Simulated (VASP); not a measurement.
# Si16Ge (a cell with a defect) in VASP: further runs, part 2 of 2

VASP 6.6.1.

## Step 3: Single point, PBE+D3(BJ)

File INCAR:

```
ALGO     = Normal         # electronic algorithm
EDIFF    = 1E-7           # SCF threshold, eV
ENCUT    = 520            # plane-wave cutoff, eV
GGA      = PE             # functional
ISIF     = 2              # what is computed and relaxed
ISMEAR   = 0              # smearing method
IVDW     = 12             # dispersion correction
LASPH    = True           # aspherical terms in the spheres
LCHARG   = False          # write CHGCAR
LREAL    = Auto         
LWAVE    = False          # write WAVECAR
NBANDS   = 53             # bands
NELM     = 80             # most SCF steps
PREC     = Accurate       # precision mode
SIGMA    = 0.05           # smearing width, eV
```

File KPOINTS:

```
k-points
0
Gamma
  2 2 2
```

File POSCAR:

```
Si16Ge
1.0
    0.0000000000      5.4300000000      5.4300000000
    5.4300000000      0.0000000000      5.4300000000
    5.4300000000      5.4300000000      0.0000000000
Si Ge
16 1
Direct
    0.0001592557     -0.0000603093      0.0002073780
    0.1243848187      0.1241603250      0.1244320157
    0.0046873594      0.0044805583      0.4956720182
    0.1243856478      0.1241869780      0.6274809024
    0.0047029749      0.4953989322      0.0047472536
    0.1243931081      0.6272436406      0.1244374077
    0.0046699409      0.4954155700      0.4956788989
    0.1367449786      0.6211028306      0.6211371427
    0.4956231308      0.0044837573      0.0047348205
    0.6274382797      0.1241873642      0.1244302054
    0.4956419418      0.0044484224      0.4956887622
    0.6212487504      0.1364540420      0.6212596617
    0.4956300118      0.4954136249      0.0047174772
    0.6211054562      0.6210820965      0.1368079899
    0.5002552246      0.4998962307      0.5003336818
    0.6213199965      0.6211964881      0.6213410581
    0.7503261840      0.7498468187      0.7504379760
```

Potentials or basis: VASP PAW PBE potentials, release 64 (Si, Ge_d).

Started as:

```
> cat potpaw_PBE.64/Si/POTCAR potpaw_PBE.64/Ge_d/POTCAR > POTCAR
> mpirun -np 1 vasp_std > vasp.out
```

OUTCAR:

```text
EDIFF = 1E-7
   ENCUT = 520
   GGA = PE
   ISIF = 2
   ISMEAR = 0
   IVDW = 12
   LASPH = True
   LREAL = Auto
   NELM = 80
   PREC = Accurate
 IVDW          = 12

 ion  position               nearest neighbor table
   1  0.000  1.000  0.000-   2 2.34   6 2.34  10 2.34   4 2.34
   2  0.124  0.124  0.124-   9 2.33   5 2.33   3 2.33   1 2.34
   3  0.005  0.004  0.496-   4 2.33   2 2.33   8 2.40  12 2.40  17 2.76
   4  0.124  0.124  0.627-   3 2.33   7 2.33  11 2.33   1 2.34
   5  0.005  0.495  0.005-   6 2.33   2 2.33  14 2.41   8 2.41  17 2.76
   6  0.124  0.627  0.124-   5 2.33  13 2.33   7 2.33   1 2.34
   7  0.005  0.495  0.496-   4 2.33   6 2.33   8 2.40  16 2.40  17 2.76
   8  0.137  0.621  0.621-  15 2.28   7 2.40   3 2.40   5 2.41  17 2.42
   9  0.496  0.004  0.005-  10 2.33   2 2.33  14 2.40  12 2.40  17 2.76
  10  0.627  0.124  0.124-   9 2.33  13 2.33  11 2.33   1 2.34
  11  0.496  0.004  0.496-   4 2.33  10 2.33  12 2.40  16 2.40  17 2.77
  12  0.621  0.136  0.621-  15 2.28  11 2.40   3 2.40   9 2.40  17 2.42
  13  0.496  0.495  0.005-  10 2.33   6 2.33  14 2.40  16 2.40  17 2.76
  14  0.621  0.621  0.137-  15 2.28  13 2.40   9 2.40   5 2.41  17 2.42
  15  0.500  0.500  0.500-  16 2.28  12 2.28   8 2.28  14 2.28
[... 212 lines left out ...]
      3     -18.2526      2.00000
      4     -18.2387      2.00000
      5     -18.2387      2.00000
      6      -6.5218      2.00000
[... 421 lines left out ...]
     50      10.3310      0.00000
     51      10.3332      0.00000
 [bands above 51 left out]

------------------------ aborting loop because EDIFF is reached ----------------------------------------

 Edisp (eV)   -5.66649

 E8    (eV) :    -2.3554

  FORCE on cell =-STRESS in cart. coord.  units (eV):
  Direction    XX          YY          ZZ          XY          YZ          ZX
  --------------------------------------------------------------------------------------
  -------------------------------------------------------------------------------------
  Total       7.42302     7.41271     7.42361     0.00679     0.00892     0.02373
  in kB      37.14170    37.09012    37.14462     0.03396     0.04465     0.11871
  external pressure =       37.13 kB  Pullay stress =        0.00 kB

 VOLUME and BASIS-vectors are now :
 -----------------------------------------------------------------------------
  energy-cutoff  :      520.00
  volume of cell :      320.21
      direct lattice vectors                 reciprocal lattice vectors
     0.000000000  5.430000000  5.430000000    -0.092081031  0.092081031  0.092081031
     5.430000000  0.000000000  5.430000000     0.092081031 -0.092081031  0.092081031
     5.430000000  5.430000000  0.000000000     0.092081031  0.092081031 -0.092081031

 POSITION                                       TOTAL-FORCE (eV/Angst)
 -----------------------------------------------------------------------------------
      5.43080      0.00199      5.43054        -0.001493     -0.003749     -0.000879
      1.34986      1.35108      1.34960         0.014066      0.014551      0.013779
      2.71583      2.71695      0.04978        -0.000435     -0.003776     -0.009167
      4.08156      4.08264      1.34975        -0.011940     -0.010557      0.011675
      2.71579      0.05131      2.71555        -0.001724     -0.014937     -0.000930
      4.08163      1.35115      4.08139        -0.012451      0.013100     -0.012572
[... 9 lines left out ...]
      6.74698      6.74765      6.74686         0.001715      0.006917      0.000730
      8.14655      8.14915      8.14594        -0.002549     -0.008345     -0.000763
 -----------------------------------------------------------------------------------
    total drift:                                0.001887      0.002330      0.000455

  FREE ENERGIE OF THE ION-ELECTRON SYSTEM (eV)
  ---------------------------------------------------
  free  energy   TOTEN  =       -92.3634565061 eV

  energy  without entropy=      -92.3531261992  energy(sigma->0) =      -92.35829135
```

stdout:

```text
POSCAR found type information on POSCAR SiGe
 POSCAR found :  2 types and      17 ions
 scaLAPACK will be used
 LDA part: xc-table for (Slater+PW92), standard interpolation
 POSCAR, INCAR and KPOINTS ok, starting setup
 FFT: planning ... GRIDC
 FFT: planning ... GRID_SOFT
 FFT: planning ... GRID
 WAVECAR not read
 entering main loop
```

Run time: 2.1 min. Hardware: 1 thread of Intel Xeon 6975P-C (Granite Rapids), shared host; peak memory 0.48 GiB.

What came out:

| Property | Result |
| --- | --- |
| Free energy | -92.3635 eV |
| Pressure | 3.7 GPa |
| Largest force | 0.024 eV/Å |
| Band gap on the k mesh | zero (bands 39 and 40 overlap by 0.31 eV) |
| Dispersion energy per atom | -0.333 eV |

Forces in eV/Å, atoms in the order of the input:
```
Si  -0.001 -0.004 -0.001
Si   0.014  0.015  0.014
Si   0.000 -0.004 -0.009
Si  -0.012 -0.011  0.012
Si  -0.002 -0.015 -0.001
Si  -0.012  0.013 -0.013
Si   0.005 -0.004 -0.002
Si   0.002  0.014  0.006
Si  -0.010 -0.004  0.000
Si   0.012 -0.011 -0.012
Si  -0.001  0.002 -0.001
Si   0.006  0.009  0.004
Si  -0.002 -0.004  0.006
Si   0.008  0.016  0.000
Si  -0.004 -0.010 -0.003
Si   0.002  0.007  0.001
Ge  -0.003 -0.008 -0.001
```

Caveat: the k points lie up to 0.50 Å⁻¹ apart.

## Step 4: Single point, PBE+D3(BJ)

File INCAR:

```
PREC     = Accurate       # precision mode
ENCUT    = 520            # plane-wave cutoff, eV
EDIFF    = 1E-7           # SCF threshold, eV
ISMEAR   = 0              # smearing method
SIGMA    = 0.05           # smearing width, eV
LREAL    = Auto         
LASPH    = T              # aspherical terms in the spheres
NELM     = 60             # most SCF steps
ALGO     = Normal         # electronic algorithm
ISIF     = 2              # what is computed and relaxed
LWAVE    = F              # write WAVECAR
LCHARG   = T              # write CHGCAR
GGA      = PE             # functional
IVDW     = 12             # dispersion correction
LELF     = T              # ELF
LVHAR    = T            
NBANDS   = 53             # bands
```

File KPOINTS:

```
regular mesh
0
Gamma
  2 2 2
```

File POSCAR:

```
Si16Ge
1.0
    0.0000000000      5.4300000000      5.4300000000
    5.4300000000      0.0000000000      5.4300000000
    5.4300000000      5.4300000000      0.0000000000
Si Ge
16 1
Direct
    0.0040918048     -0.0115903315      0.0031214549
    0.1296299263      0.1205308471      0.1287124309
   -0.0018059853      0.0007437385      0.4999266114
    0.1297360958      0.1206878453      0.6196913444
    0.0042481584      0.5037498158      0.0028249540
    0.1255005525      0.6250001842      0.1236808471
    0.0042730203      0.5041748619      0.4871674954
    0.1297604972      0.6295525783      0.6196043278
    0.5008520258      0.0005365562     -0.0024527624
    0.6208715470      0.1205127993      0.1287558932
    0.5009867403      0.0007583794      0.4999475138
    0.6251749540      0.1250278085      0.6245058932
    0.4888767035      0.5037133517      0.0029126151
    0.6209441989      0.6292686924      0.1286049724
    0.5009536832      0.4980553407      0.4998719153
    0.6209139963      0.6295506446      0.6196265193
    0.8755022099      0.3750058932      0.8736716390
```

Started as:

```
> cat potpaw_PBE.64/Si/POTCAR potpaw_PBE.64/Ge_d/POTCAR > POTCAR
> mpirun -np 1 vasp_std > vasp.out
```

Run time: 2.5 min. Hardware: 1 thread of Intel Xeon 6975P-C (Granite Rapids), shared host; peak memory 0.49 GiB.

It converged, with:

```yaml
Free_energy: -92.3634 eV
Pressure: 3.7 GPa
Largest_force: 0.012 eV/Å
Band_gap_on_the_k_mesh: zero (bands 39 and 40 overlap by 0.31 eV)
Dispersion_energy_per_atom: -0.333 eV
```

Forces on the atoms (eV/Å):
```
Si   0.000 -0.001  0.001
Si  -0.003 -0.002  0.001
Si   0.005 -0.005 -0.005
Si   0.000 -0.001  0.001
Si   0.001 -0.001 -0.002
Si   0.010  0.006 -0.004
Si  -0.001 -0.001  0.001
Si  -0.001 -0.001 -0.001
Si  -0.007 -0.006  0.006
Si  -0.002 -0.002  0.002
Si   0.005  0.004  0.004
Si   0.001  0.001 -0.001
Si   0.001  0.002  0.001
Si  -0.003 -0.001  0.001
Si  -0.006  0.005 -0.005
Si  -0.002  0.001  0.001
Ge   0.003  0.002 -0.001
```

Levels at points of the mesh, in eV from the Fermi level:
| k point | band 37 | band 38 | band 39 | band 40 | band 41 | band 42 |
| --- | --- | --- | --- | --- | --- | --- |
| (0.00, 0.00, 0.00) | -0.81 | -0.81 | -0.26 | -0.26 | -0.26 | 0.01 |
| (0.50, 0.00, 0.00) | -1.48 | -1.48 | -0.34 | 0.51 | 0.51 | 0.86 |
| (0.00, 0.50, 0.00) | -1.48 | -1.48 | -0.34 | 0.51 | 0.51 | 0.86 |
| (0.00, 0.00, 0.50) | -1.48 | -1.48 | -0.34 | 0.51 | 0.51 | 0.86 |
| (0.50, 0.50, 0.50) | -1.48 | -1.48 | -0.34 | 0.51 | 0.51 | 0.86 |
| (0.50, 0.50, 0.00) | -1.92 | -1.32 | 0.05 | 0.79 | 1.03 | 1.03 |
| (0.00, 0.50, 0.50) | -1.92 | -1.32 | 0.05 | 0.79 | 1.03 | 1.03 |
| (0.50, 0.00, 0.50) | -1.92 | -1.32 | 0.05 | 0.79 | 1.03 | 1.03 |

Caveat: the k points lie up to 0.50 Å⁻¹ apart.

## Step 5: Relaxation of the atoms, PBE+D3(BJ)

File INCAR:

```
SYSTEM = Si16Ge
ALGO     = Normal         ! electronic algorithm
EDIFF    = 1E-6           ! SCF threshold, eV
EDIFFG   = -0.03          ! ionic threshold
ENCUT    = 520            ! plane-wave cutoff, eV
GGA      = PE             ! functional
IBRION   = 2              ! ionic algorithm
ISIF     = 2              ! what is computed and relaxed
ISMEAR   = 0              ! smearing method
IVDW     = 12             ! dispersion correction
LASPH    = .TRUE.         ! aspherical terms in the spheres
LCHARG   = .FALSE.        ! write CHGCAR
LREAL    = Auto         
LWAVE    = .FALSE.        ! write WAVECAR
NELM     = 60             ! most SCF steps
NSW      = 80             ! ionic steps
PREC     = Accurate       ! precision mode
SIGMA    = 0.05           ! smearing width, eV
```

File KPOINTS:

```
k-points
0
G
  2 2 2
  0 0 0
```

File POSCAR:

```
Si16Ge
1.0
    0.0000000000      5.4300000000      5.4300000000
    5.4300000000      0.0000000000      5.4300000000
    5.4300000000      5.4300000000      0.0000000000
Si Ge
16 1
Direct
    0.0000000000      0.0000000000      0.0000000000
    0.1250000000      0.1250000000      0.1250000000
    0.0000000000      0.0000000000      0.5000000000
    0.1250000000      0.1250000000      0.6250000000
    0.0000000000      0.5000000000      0.0000000000
    0.1250000000      0.6250000000      0.1250000000
    0.0000000000      0.5000000000      0.5000000000
    0.1250000000      0.6250000000      0.6250000000
    0.5000000000      0.0000000000      0.0000000000
    0.6250000000      0.1250000000      0.1250000000
    0.5000000000      0.0000000000      0.5000000000
    0.6250000000      0.1250000000      0.6250000000
    0.5000000000      0.5000000000      0.0000000000
    0.6250000000      0.6250000000      0.1250000000
    0.5000000000      0.5000000000      0.5000000000
    0.6250000000      0.6250000000      0.6250000000
    0.8805101000      0.3752792000      0.8601737000
```

Started as:

```
> cat potpaw_PBE.64/Si/POTCAR potpaw_PBE.64/Ge_d/POTCAR > POTCAR
> mpirun -np 1 vasp_std > vasp.out
```

It took 18 min on 1 thread of Intel Xeon Platinum 8488C (Sapphire Rapids), shared host; peak memory 0.55 GiB.

Results (log left out):

```yaml
Free_energy: -92.3630 eV
Energy_gained_by_relaxing: 22.9 meV/atom
Ionic_steps: 10
Pressure_after_relaxing: 3.7 GPa
Largest_force_after_relaxing: 0.018 eV/Å
Band_gap_on_the_k_mesh: zero (bands 39 and 40 overlap by 0.31 eV)
Dispersion_energy_per_atom: -0.333 eV
```

Forces on the atoms (eV/Å):
```
Si  -0.002 -0.005  0.004
Si  -0.002 -0.007  0.006
Si  -0.005 -0.012 -0.002
Si   0.004  0.002 -0.003
Si  -0.001 -0.001  0.004
Si   0.014  0.009 -0.006
Si   0.007  0.009 -0.010
Si   0.005  0.006 -0.007
Si  -0.001  0.003 -0.006
Si  -0.003 -0.006  0.004
Si  -0.002  0.003  0.012
Si  -0.002 -0.001  0.000
Si  -0.002 -0.004  0.002
Si  -0.009 -0.003  0.004
Si  -0.011 -0.005  0.002
Si   0.003  0.005 -0.005
Ge   0.009  0.005 -0.001
```

The path:
| step | energy change (eV) | largest force (eV/Å) | pressure (GPa) |
| --- | --- | --- | --- |
| 1 | 0.0000 | 2.4074 | 4.82 |
| 2 | -0.3683 | 0.6115 | 3.76 |
| 3 | -0.3688 | 0.5123 | 3.79 |
| 4 | -0.3846 | 0.1477 | 3.71 |
| 5 | -0.3851 | 0.1052 | 3.72 |
| 6 | -0.3873 | 0.0726 | 3.71 |
| 7 | -0.3878 | 0.0484 | 3.72 |
| 8 | -0.3881 | 0.0322 | 3.71 |
| 9 | -0.3883 | 0.0365 | 3.71 |
| 10 | -0.3885 | 0.0176 | 3.71 |

Final structure:
```xyz
17
Lattice="0.0000 5.4300 5.4300 5.4300 0.0000 5.4300 5.4300 5.4300 0.0000" Properties=species:S:1:pos:R:3 pbc="T T T"
Si    5.3855    0.0402    5.3889
Si    1.3553    1.4043    1.3554
Si    2.7221    8.1364    5.4225
Si    4.0212    4.0690    1.3610
Si    2.7488    0.0352    2.7533
Si    4.0562    1.3472    4.0789
Si    5.3770    2.6626    2.7668
Si    6.7819    4.0668    4.1224
Si    5.4231    8.1383    2.7215
Si    1.3562    4.0737    4.0251
Si    2.7224    5.4376    2.7237
Si    4.0737    6.7882    4.0722
Si    2.7508    2.6742    5.3920
Si    4.1181    4.0716    6.7867
Si    5.4216    5.4369    5.4229
Si    6.7828    6.7370    6.7923
Ge    6.7719    9.4927    6.7934
```

Levels at points of the mesh, in eV from the Fermi level:
```tsv
k point	band 36	band 37	band 38	band 39	band 40	band 41	band 42	band 43
(0.00, 0.00, 0.00)	-0.81	-0.81	-0.81	-0.27	-0.26	-0.25	0.01	0.01
(0.50, 0.00, 0.00)	-1.53	-1.48	-1.48	-0.34	0.50	0.52	0.86	0.87
(0.00, 0.50, 0.00)	-1.53	-1.49	-1.48	-0.34	0.51	0.52	0.86	0.86
(0.00, 0.00, 0.50)	-1.54	-1.49	-1.49	-0.33	0.52	0.52	0.85	0.86
(0.50, 0.50, 0.50)	-1.54	-1.48	-1.48	-0.34	0.50	0.52	0.86	0.87
(0.50, 0.50, 0.00)	-2.09	-1.92	-1.32	0.05	0.79	1.03	1.03	1.04
(0.00, 0.50, 0.50)	-2.09	-1.92	-1.32	0.05	0.79	1.03	1.04	1.04
(0.50, 0.00, 0.50)	-2.09	-1.92	-1.32	0.05	0.79	1.03	1.03	1.04
```

Caveat: the k points lie up to 0.50 Å⁻¹ apart.
